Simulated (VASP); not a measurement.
# Al2Cu (I4/mcm) in VASP: a series of runs, part 3 of 3

VASP 6.6.1.

## (5) Single point, PBEsol

This run uses another cell than the first one, of 14.74 Å³/atom.

File INCAR:

```
SYSTEM = Al2Cu
PREC = Accurate ; ENCUT = 520
EDIFF = 1E-6 ; ISMEAR = 0
SIGMA = 0.15 ; LREAL = .False.
LASPH = .True. ; NELM = 60
ALGO = Fast ; ISIF = 2
LWAVE = .False. ; LCHARG = .False.
GGA = PS ; NBANDS = 26
```

File KPOINTS:

```
regular mesh
0
Gamma
  10 10 10
  0 0 0
```

File POSCAR:

```
Al2Cu
1.0
   -3.0264500000      3.0264500000      2.4138103907
    3.0264500000     -3.0264500000      2.4138103907
    3.0264500000      3.0264500000     -2.4138103907
Al Cu
4 2
Direct
    0.1593210787      0.6593210787      0.8186421574
    0.6593210787      0.8406789213      0.5000000000
    0.8406789213      0.3406789213      0.1813578426
    0.3406789213      0.1593210787      0.5000000000
    0.7500000000      0.7500000000      0.0000000000
    0.2500000000      0.2500000000      0.0000000000
```

Potentials or basis: VASP PAW PBE potentials, release 64 (Al, Cu).

Launch:

```
> cat potpaw_PBE.64/Al/POTCAR potpaw_PBE.64/Cu/POTCAR > POTCAR
> mpirun -np 1 vasp_std > vasp.out
```

OUTCAR:

```text
SYSTEM = Al2Cu
   PREC = Accurate
   ENCUT = 520
   EDIFF = 1E-6
   ISMEAR = 0
   LREAL = .False.
   LASPH = .True.
   NELM = 60
   ISIF = 2
   GGA = PS

 ion  position               nearest neighbor table
   1  0.159  0.659  0.819-   5 2.58   6 2.58   5 2.58   6 2.58   3 2.73   3 2.87   3 2.87   4 3.09
                             2 3.09   2 3.09   4 3.09   4 3.22   2 3.22   2 3.22   4 3.22
   2  0.659  0.841  0.500-   6 2.58   5 2.58   5 2.58   6 2.58   4 2.73   4 2.87   4 2.87   3 3.09
                             1 3.09   1 3.09   3 3.09   1 3.22   3 3.22   1 3.22   3 3.22
   3  0.841  0.341  0.181-   5 2.58   6 2.58   5 2.58   6 2.58   1 2.73   1 2.87   1 2.87   2 3.09
                             4 3.09   4 3.09   2 3.09   4 3.22   2 3.22   4 3.22   2 3.22
   4  0.341  0.159  0.500-   5 2.58   6 2.58   6 2.58   5 2.58   2 2.73   2 2.87   2 2.87   3 3.09
                             1 3.09   1 3.09   3 3.09   1 3.22   3 3.22   3 3.22   1 3.22
   5  0.750  0.750  0.000-   6 2.41   6 2.41   4 2.58   2 2.58   4 2.58   2 2.58   1 2.58   3 2.58
                             3 2.58   1 2.58
   6  0.250  0.250  0.000-   5 2.41   5 2.41   2 2.58   4 2.58   2 2.58   4 2.58   3 2.58   1 2.58
                             1 2.58   3 2.58

  LATTYP: Found a body centered tetragonal cell.
 ALAT       =     6.0529000000
 C/A-ratio  =     0.7975715411

  Lattice vectors:

 A1 = (  -3.0264500000,   3.0264500000,   2.4138103907)
 A2 = (   3.0264500000,  -3.0264500000,   2.4138103907)
 A3 = (   3.0264500000,   3.0264500000,  -2.4138103907)

Analysis of symmetry for initial positions (statically):
=====================================================================
 Subroutine PRICEL returns:
 Original cell was already a primitive cell.

 Routine SETGRP: Setting up the symmetry group for a
 body centered tetragonal supercell.

 Subroutine GETGRP returns: Found 16 space group operations
 (whereof  8 operations were pure point group operations)
 out of a pool of 16 trial point group operations.

The static configuration has the point symmetry C_4h.
 The point group associated with its full space group is D_4h.

Analysis of symmetry for dynamics (positions and initial velocities):
=====================================================================
 Subroutine PRICEL returns:
 Original cell was already a primitive cell.

 Routine SETGRP: Setting up the symmetry group for a
 body centered tetragonal supercell.

 Subroutine GETGRP returns: Found 16 space group operations
 (whereof  8 operations were pure point group operations)
 out of a pool of 16 trial point group operations.

The dynamic configuration has the point symmetry C_4h.
 The point group associated with its full space group is D_4h.

 Subroutine INISYM returns: Found 16 space group operations
 (whereof  8 operations are pure point group operations),
 and found     1 'primitive' translations

----------------------------------------------------------------------------------------

                                     Primitive cell

  volume of cell :      88.4362

  direct lattice vectors                    reciprocal lattice vectors
    -3.026450000  3.026450000  2.413810391     0.000000000  0.165210065  0.207141374
     3.026450000 -3.026450000  2.413810391     0.165210065  0.000000000  0.207141374
     3.026450000  3.026450000 -2.413810391     0.165210065  0.165210065  0.000000000

[... 34 lines left out ...]

  Length of vectors
     0.026495644  0.026495644  0.023364231

  Shift w.r.t. Gamma in fractional coordinates (k-lattice)
     0.000000000  0.000000000  0.000000000

 Subroutine IBZKPT returns following result:
 ===========================================

 Found    102 irreducible k-points:

 Following reciprocal coordinates:
            Coordinates               Weight
  0.000000  0.000000  0.000000      1.000000
  0.100000  0.000000 -0.000000      8.000000
  0.200000  0.000000 -0.000000      8.000000
  0.300000  0.000000 -0.000000      8.000000
  0.400000  0.000000 -0.000000      8.000000
  0.500000  0.000000 -0.000000      4.000000
[... 16 lines left out ...]
  0.300000  0.300000 -0.000000      8.000000
  0.400000  0.300000 -0.000000     16.000000
 [... further k-points ...]
   k-points           NKPTS =    102   k-points in BZ     NKDIM =    102   number of bands    NBANDS=     26
   number of dos      NEDOS =    301   number of ions     NIONS =      6
   total plane-waves  NPLWV =  64000
   dimension x,y,z NGX =    40 NGY =   40 NGZ =   40
   dimension x,y,z NGXF=    80 NGYF=   80 NGZF=   80
   ions per type =               4   2
   NGX,Y,Z   is equivalent  to a cutoff of  13.53, 13.53, 13.53 a.u.
   NGXF,Y,Z  is equivalent  to a cutoff of  27.07, 27.07, 27.07 a.u.
 SYSTEM =  Al2Cu
   PREC   = accura    normal or accurate (medium, high low for compatibility)
   ISTART =      0    job   : 0-new  1-cont  2-samecut
   ICHARG =      2    charge: 1-file 2-atom 10-const
   ISPIN  =      1    spin polarized calculation?
   LNONCOLLINEAR =      F non collinear calculations
   LSORBIT =      F    spin-orbit coupling
   LASPH  =      T    aspherical Exc in radial PAW
   ENCUT  =  520.0 eV  38.22 Ry    6.18 a.u.   9.14  9.14  9.14*2*pi/ulx,y,z
   NELM   =     60;   NELMIN=  2; NELMDL= -5     # of ELM steps
   EDIFF  = 0.1E-05   stopping-criterion for ELM
   LREAL  =      F    real-space projection
[... 7 lines left out ...]
   TEBEG  =    0.0;   TEEND  =   0.0 temperature during run
   PSTRESS=    0.0 pullay stress
   NELECT =      34.0000    total number of electrons
   NUPDOWN=      -1.0000    fix difference up-down
   EMIN   =  10.00;   EMAX   =-10.00  energy-range for DOS
   EFERMI =   0.00;   METHOD = LEGACY
   ISMEAR =     0;   SIGMA  =   0.15  broadening in eV -4-tet -1-fermi 0-gaus
   EFERMI_NEDOS =   21; number of points for ismear=-14 and -15
   IALGO  =     68    algorithm
   IMIX   =      4    mixing-type and parameters
     AMIX     =   0.40;   BMIX     =  1.00
     AMIX_MAG =   1.60;   BMIX_MAG =  1.00
  volume/ion in A,a.u.               =      14.74        99.47
  Fermi-wavevector in a.u.,A,eV,Ry     =   1.190395  2.249520 19.280002  1.417040
  Thomas-Fermi vector in A             =   2.326481
   LORBIT       =      0    0 simple, 1 ext, 2 COOP (PROOUT), +10 PAW based schemes
   GGA     = PS    functional components
   LHFCALC =     F    Hartree Fock is set to
   AEXX    =    0.0000 exact exchange contribution
   IVDW    =     0    specifies the selected vdW correction
   LEPSILON=     F    determine dielectric tensor
   LRPA    =     F    only Hartree local field effects (RPA)
 non-spin polarized calculation
 RMM-DIIS sequential band-by-band and
 Gauss-broadening in eV      SIGMA  =   0.15
  energy-cutoff  :      520.00
  volume of cell :       88.44
 maximum number of plane-waves:      2413
 NGX is ok and might be reduce to    40
   NGX = 19   NGY = 19   NGZ = 19

 number of electron      33.9999989 magnetization

 Free energy of the ion-electron system (eV)
  ---------------------------------------------------
  ext. energy  EPLUGINS =         0.00000000
  ---------------------------------------------------
  free energy    TOTEN  =       -26.01367156 eV

  energy without entropy =      -25.99270774  energy(sigma->0) =      -26.00318965

 E-fermi :   8.0145     XC(G=0): -10.9939

 val. band max:        8.0027228548   @ k =  -0.3000  -0.3000   0.2000
 cond. band min:       8.0326635786   @ k =   0.5000   0.4000  -0.0000
 fundamental gap:      0.0299407238
 Fermi energy:         8.0145404861

 k-point     1 :       0.0000    0.0000    0.0000
  band No.  band energies     occupation
      1      -2.8197      2.00000
      2       2.6199      2.00000
      3       2.8313      2.00000
      4       2.8409      2.00000
      5       2.8409      2.00000
      6       3.7572      2.00000
[... 685 lines left out ...]
     25      14.9537      0.00000
     26      15.0335      0.00000

 [... further k-points ...]
[... 5 lines left out ...]
  --------------------------------------------------------------------------------------
  -------------------------------------------------------------------------------------
  Total       -1.2491097     -1.2491097     -0.5502783      0.0000000     -0.0000000      0.0000000
  in kB      -22.6298153    -22.6298153     -9.9692575      0.0000000     -0.0000000      0.0000000
  external PRESSURE =     -18.4096294 kB  Pullay stress =       0.0000000 kB

 VOLUME and BASIS-vectors are now :
 -----------------------------------------------------------------------------
  energy-cutoff  :      520.00
  volume of cell :       88.44
      direct lattice vectors                 reciprocal lattice vectors
    -3.026450000  3.026450000  2.413810391     0.000000000  0.165210065  0.207141374
     3.026450000 -3.026450000  2.413810391     0.165210065  0.000000000  0.207141374
     3.026450000  3.026450000 -2.413810391     0.165210065  0.165210065  0.000000000

 POSITION                                       TOTAL-FORCE (eV/Angst)
 -----------------------------------------------------------------------------------
      3.99080      0.96435      0.00000        -0.011553     -0.011553      0.000000
      2.06210      0.96435      2.41381         0.011553     -0.011553     -0.000000
     -0.96435      2.06210      2.41381         0.011553      0.011553     -0.000000
      0.96435      2.06210      0.00000        -0.011553      0.011553     -0.000000
      0.00000      0.00000      3.62072         0.000000      0.000000     -0.000000
      0.00000      0.00000      1.20691        -0.000000      0.000000     -0.000000
 -----------------------------------------------------------------------------------
    total drift:                               -0.000000     -0.000000      0.000000

  FREE ENERGIE OF THE ION-ELECTRON SYSTEM (eV)
  ---------------------------------------------------
  free  energy   TOTEN  =       -26.0136715551 eV

  energy  without entropy=      -25.9927077363  energy(sigma->0) =      -26.00318965
```

stdout:

```text
POSCAR found type information on POSCAR AlCu
 POSCAR found :  2 types and       6 ions
 scaLAPACK will be used
 -----------------------------------------------------------------------------
|                                                                             |
|                                                                             |
|     You enforced a specific xc type in the INCAR file but a different       |
|     I HOPE YOU KNOW WHAT YOU ARE DOING!                                     |
|                                                                             |
 -----------------------------------------------------------------------------

 LDA part: xc-table for (Slater+PW92), standard interpolation
 POSCAR, INCAR and KPOINTS ok, starting setup
 FFT: planning ... GRIDC
 FFT: planning ... GRID_SOFT
 FFT: planning ... GRID
 WAVECAR not read
 entering main loop
```

It took 6.4 min on 1 thread of Intel Xeon Platinum 8259CL at 2.50GHz (Skylake/Cascade Lake), shared host; peak memory 0.37 GiB.

Results:

* Free energy: -26.0137 eV
* Pressure: -1.8 GPa
* Largest force: 0.016 eV/Å
* Band gap on the k mesh: zero (bands 17 and 18 overlap by 4.46 eV)

Forces on the atoms (eV/Å):
```
Al  -0.012 -0.012  0.000
Al   0.012 -0.012  0.000
Al   0.012  0.012  0.000
Al  -0.012  0.012  0.000
Cu   0.000  0.000  0.000
Cu   0.000  0.000  0.000
```

Caveat: the PAW data sets were made with another functional, which shifts forces and pressure a little.

## (6) Summary

```tsv
cell	further INCAR settings	gap on the mesh (eV)	pressure (GPa)	largest force (eV/Å)
a = 5.060 Å, angles 104.0, 104.0, 121.1°, 6 atoms	ALGO = Fast; EDIFF = 1e-07; NBANDS = 26	none	-9.0	0.04
a = 4.865 Å, angles 105.7, 105.7, 117.2°, 6 atoms	ALGO = Fast; EDIFF = 1e-07; NBANDS = 26	none	-0.2	0.22
a = 4.942 Å, angles 102.7, 102.7, 124.1°, 6 atoms	ALGO = Fast; EDIFF = 1e-07; NBANDS = 26	none	-1.2	0.17
a = 4.914 Å, angles 104.0, 104.0, 121.2°, 6 atoms	ALGO = Fast; EDIFF = 1e-06; NBANDS = 26	none	-1.8	0.02
```

Alike in all rows: task single point; level PBEsol; potentials or basis VASP PAW PBE potentials, release 64 (Al, Cu); no spin polarisation; k mesh 10 × 10 × 10; cutoff (eV) 520; smearing gaussian 0.15 eV.

Caveats: the PAW data sets were made with another functional, which shifts forces and pressure a little; the cell stands under tension (at least some runs); the stress differs along the axes, from -5 to 3 GPa (at least some runs); the stress differs along the axes, from -5 to 6 GPa (at least some runs).

Absolute energies hang on the potentials; compare differences alone.

The gap in the log of VASP goes by the Fermi energy; the results here count the filled bands.